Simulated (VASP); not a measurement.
# Y16HCO in VASP: single point with PBE

Aim: the single point of Y16HCO with PBE.

All numbers are computed with VASP 6.6.1; they aren't measurements. Logs are shortened: lines on timing, memory, paths and dates and some standing lists are left out, and cuts for length are marked.

## (1) The cell of the first run

The cell holds a slab with vacuum, 19 atoms: a = 7.300 Å, b = 7.300 Å, c = 21.601 Å, α = 90.00°, β = 90.00°, γ = 60.00°.

## (2) Single point, PBE

Contents of INCAR:

```
  PREC = Accurate
  ENCUT = 520
  EDIFF = 1E-6
  ISMEAR = 0
  SIGMA = 0.05
  LREAL = False
  LASPH = True
  NELM = 120
  ALGO = Normal
  ISIF = 2
  LWAVE = False
  LCHARG = False
  GGA = PE
  NBANDS = 108
  GGA_COMPAT = False
  NELMDL = -8
```

Contents of KPOINTS:

```
regular mesh
0
Gamma
  3 3 1
```

Contents of POSCAR:

```
Y16HCO
1.0
    7.3000000000      0.0000000000      0.0000000000
    3.6500000000      6.3219850000      0.0000000000
    0.0000000000      0.0000000000     21.6012250000
Y C H O
16 1 1 1
Direct
   -0.1666666403      0.3333332806      0.0462937171
    0.3333333597      0.3333332806      0.0462937171
   -0.1666666798      0.8333333597      0.0462937171
    0.3333333202      0.8333333597      0.0462937171
   -0.0014381516      0.0023946593      0.1741607710
    0.4965546768      0.0015569477      0.1748584629
   -0.0014392448      0.4987919142      0.1741666966
    0.4940147073      0.5029056538      0.1750359065
   -0.1839108920      0.3418056196      0.3063372100
    0.3320729130      0.3297418453      0.3111121244
   -0.1616466362      0.8305239573      0.3021960097
    0.3316795706      0.8378994888      0.3111961474
   -0.0100930451      0.0103091039      0.4367434254
    0.5350755489     -0.0178453445      0.4431716257
   -0.0094781795      0.4985612905      0.4365484365
    0.4379990478      0.5307473839      0.4467431361
    0.8735893764      0.8124508362      0.4969037636
    0.8352191211      0.8310688811      0.5471709591
    1.1050555454      0.6969382243      0.4891983672
```

Potentials or basis: VASP PAW PBE potentials, release 64 (Y_sv, C, H, O).

Launch:

```bash
$ cat potpaw_PBE.64/Y_sv/POTCAR potpaw_PBE.64/C/POTCAR potpaw_PBE.64/H/POTCAR potpaw_PBE.64/O/POTCAR > POTCAR
$ mpirun -np 1 vasp_std > vasp.out
```

OUTCAR:

```text
PREC = Accurate
   ENCUT = 520
   EDIFF = 1E-6
   ISMEAR = 0
   LREAL = False
   LASPH = True
   NELM = 120
   ISIF = 2
   GGA = PE
   NELMDL = -8

 ion  position               nearest neighbor table
   1  0.833  0.333  0.046-   7 3.46   5 3.47   8 3.51   3 3.65   4 3.65   2 3.65   2 3.65   4 3.65
                             3 3.65
   2  0.333  0.333  0.046-   8 3.48   7 3.48   6 3.48   4 3.65   3 3.65   1 3.65   1 3.65   3 3.65
                             4 3.65
   3  0.833  0.833  0.046-   5 3.48   7 3.48   6 3.50   1 3.65   2 3.65   4 3.65   4 3.65   2 3.65
                             1 3.65
   4  0.333  0.833  0.046-   8 3.48   6 3.48   5 3.48   2 3.65   1 3.65   3 3.65   3 3.65   1 3.65
                             2 3.65
   5  0.999  0.002  0.174-   1 3.47  11 3.47   3 3.48   4 3.48   9 3.57   7 3.62   8 3.63   6 3.63
                            12 3.63   6 3.67   8 3.67   7 3.68
   6  0.497  0.002  0.175-   4 3.48   2 3.48  11 3.50   3 3.50  10 3.60  12 3.60   5 3.63   7 3.63
                             8 3.65   8 3.65   7 3.67   5 3.67
   7  0.999  0.499  0.174-   1 3.46  11 3.47   3 3.48   2 3.48   9 3.57   5 3.62   8 3.63   6 3.63
                            10 3.63   6 3.67   8 3.67   5 3.68
   8  0.494  0.503  0.175-   2 3.48   4 3.48   9 3.49   1 3.51  10 3.62  12 3.62   5 3.63   7 3.63
                             6 3.65   6 3.65   7 3.67   5 3.67
   9  0.816  0.342  0.306-   8 3.49  15 3.51  13 3.51   5 3.57   7 3.57  10 3.58  12 3.58  11 3.65
                            11 3.65  12 3.72  10 3.72  16 3.86
  10  0.332  0.330  0.311-  15 3.46  16 3.53   9 3.58  12 3.59   6 3.60  14 3.61   8 3.62   7 3.63
                            11 3.64  11 3.68  12 3.71   9 3.72
  11  0.838  0.831  0.302-   7 3.47   5 3.47   6 3.50  15 3.58  13 3.58  14 3.60  12 3.63  10 3.64
                             9 3.65   9 3.65  10 3.68  12 3.68
  12  0.332  0.838  0.311-  13 3.47  16 3.53   9 3.58  10 3.59   6 3.60  14 3.61   8 3.62   5 3.63
                            11 3.63  11 3.68  10 3.71   9 3.72
  13  0.990  0.010  0.437-  19 2.30  17 2.39  16 3.40  14 3.43  12 3.47   9 3.51  15 3.57  11 3.58
                            15 3.73  14 3.88  16 3.93
  14  0.535  0.982  0.443-  17 2.43  13 3.43  15 3.44  11 3.60  12 3.61  10 3.61  16 3.70  16 3.70
                            15 3.88  13 3.88
  15  0.991  0.499  0.437-  19 2.30  17 2.39  16 3.40  14 3.44  10 3.46   9 3.51  13 3.57  11 3.58
                            13 3.73  14 3.88  16 3.93
  16  0.438  0.531  0.447-  19 2.30  15 3.40  13 3.40  12 3.53  10 3.53  14 3.70  14 3.70   9 3.86
                            13 3.93  15 3.93
  17  0.874  0.812  0.497-  18 1.11  19 1.47  13 2.39  15 2.39  14 2.43
  18  0.835  0.831  0.547-  17 1.11
  19  0.105  0.697  0.489-  17 1.47  16 2.30  15 2.30  13 2.30

  LATTYP: Found a hexagonal cell.
 ALAT       =     7.2999996123
 C/A-ratio  =     2.9590720749

  Lattice vectors:

 A1 = (  -3.6500000000,  -6.3219850000,   0.0000000000)
 A2 = (   7.3000000000,   0.0000000000,   0.0000000000)
 A3 = (   0.0000000000,   0.0000000000,  21.6012250000)

Analysis of symmetry for initial positions (statically):
[... 157 lines left out ...]
   IMIX   =      4    mixing-type and parameters
     AMIX     =   0.40;   BMIX     =  1.00
     AMIX_MAG =   1.60;   BMIX_MAG =  1.00
  volume/ion in A,a.u.               =      52.47       354.08
  Fermi-wavevector in a.u.,A,eV,Ry     =   0.937139  1.770935 11.949026  0.878229
  Thomas-Fermi vector in A             =   2.064219
   LORBIT       =      0    0 simple, 1 ext, 2 COOP (PROOUT), +10 PAW based schemes
   GGA     = PE    functional components
   LHFCALC =     F    Hartree Fock is set to
   AEXX    =    0.0000 exact exchange contribution
   IVDW    =     0    specifies the selected vdW correction
   LEPSILON=     F    determine dielectric tensor
   LRPA    =     F    only Hartree local field effects (RPA)
 non-spin polarized calculation
 Gauss-broadening in eV      SIGMA  =   0.05
  energy-cutoff  :      520.00
  volume of cell :      996.91
 maximum number of plane-waves:     26871
 NGX is ok and might be reduce to    54
   NGX = 27   NGY = 27   NGZ = 81

 number of electron     187.0000000 magnetization

 Free energy of the ion-electron system (eV)
  ---------------------------------------------------
  ext. energy  EPLUGINS =         0.00000000
  ---------------------------------------------------
  free energy    TOTEN  =      -119.18195162 eV

  energy without entropy =     -119.13357602  energy(sigma->0) =     -119.15776382

 E-fermi :   0.3677     XC(G=0):  -5.9178

 val. band max:        0.3445138292   @ k =   0.3333   0.0000   0.0000
 cond. band min:       0.3688196497   @ k =   0.0000   0.0000   0.0000
 fundamental gap:      0.0243058205
 Fermi energy:         0.3676590459

 k-point     1 :       0.0000    0.0000    0.0000
  band No.  band energies     occupation
      1     -42.9466      2.00000
      2     -42.7519      2.00000
      3     -42.7203      2.00000
      4     -42.7028      2.00000
      5     -42.6952      2.00000
      6     -42.6202      2.00000
[... 529 lines left out ...]
    104       0.8045      0.00000
    105       0.8660      0.00000
 [bands above 105 left out]

------------------------ aborting loop because EDIFF is reached ----------------------------------------

  FORCE on cell =-STRESS in cart. coord.  units (eV):
  Direction    XX          YY          ZZ          XY          YZ          ZX
  --------------------------------------------------------------------------------------
  -------------------------------------------------------------------------------------
  Total       -5.1345729     -2.3893343     -0.1666156      2.3992058     -0.0960701      0.2009183
  in kB       -8.2520188     -3.8400139     -0.2677760      3.8558788     -0.1543988      0.3229055
  external PRESSURE =      -4.1199362 kB  Pullay stress =       0.0000000 kB

 VOLUME and BASIS-vectors are now :
 -----------------------------------------------------------------------------
  energy-cutoff  :      520.00
  volume of cell :      996.91
      direct lattice vectors                 reciprocal lattice vectors
     7.300000000  0.000000000  0.000000000     0.136986301 -0.079089084  0.000000000
     3.650000000  6.321985000  0.000000000     0.000000000  0.158178167  0.000000000
     0.000000000  0.000000000 21.601225000     0.000000000  0.000000000  0.046293671

 POSITION                                       TOTAL-FORCE (eV/Angst)
 -----------------------------------------------------------------------------------
      7.30000      2.10733      1.00000        -0.016852      0.008953     -0.021247
      3.65000      2.10733      1.00000        -0.004441      0.013279      0.020912
      9.12500      5.26832      1.00000         0.000718     -0.000897     -0.001784
      5.47500      5.26832      1.00000        -0.014204     -0.003603      0.022048
      7.29824      0.01514      3.76209         0.001748      0.000627      0.000951
      3.63053      0.00984      3.77716        -0.001334      0.001019     -0.001373
[... 11 lines left out ...]
      9.13050      5.25401     11.81956        -0.004203      0.004003      0.007629
      3.31073      4.40603     10.56728         0.104871     -0.058667     -0.018500
 -----------------------------------------------------------------------------------
    total drift:                               -0.000184      0.000008      0.000391

  FREE ENERGIE OF THE ION-ELECTRON SYSTEM (eV)
  ---------------------------------------------------
  free  energy   TOTEN  =      -119.1819516190 eV

  energy  without entropy=     -119.1335760196  energy(sigma->0) =     -119.15776382
```

Run time: 1.7 h. Hardware: 1 thread of Intel Xeon 8259CL, shared host; peak memory 1.2 GiB.

What came out:

| Property | Result |
| --- | --- |
| Free energy | -119.1820 eV |
| Largest force | 0.122 eV/Å |
| Band gap on the k mesh | zero (an odd number of electrons rules out a gap without spin polarisation) |

Forces on the atoms (eV/Å):
```
Y   -0.017  0.009 -0.021
Y   -0.004  0.013  0.021
Y    0.001 -0.001 -0.002
Y   -0.014 -0.004  0.022
Y    0.002  0.001  0.001
Y   -0.001  0.001 -0.001
Y    0.001 -0.002  0.000
Y    0.004 -0.003 -0.005
Y    0.005 -0.005 -0.001
Y   -0.003 -0.003 -0.009
Y    0.007 -0.003  0.000
Y    0.005  0.006 -0.009
Y    0.010 -0.008 -0.005
Y    0.008 -0.010 -0.008
Y    0.006 -0.002 -0.003
Y   -0.012  0.006  0.022
C   -0.097  0.059  0.009
H   -0.004  0.004  0.008
O    0.105 -0.059 -0.018
```

Caveat: an odd number of electrons without spin polarisation forces a metal; a magnetic or distorted state may lie lower.
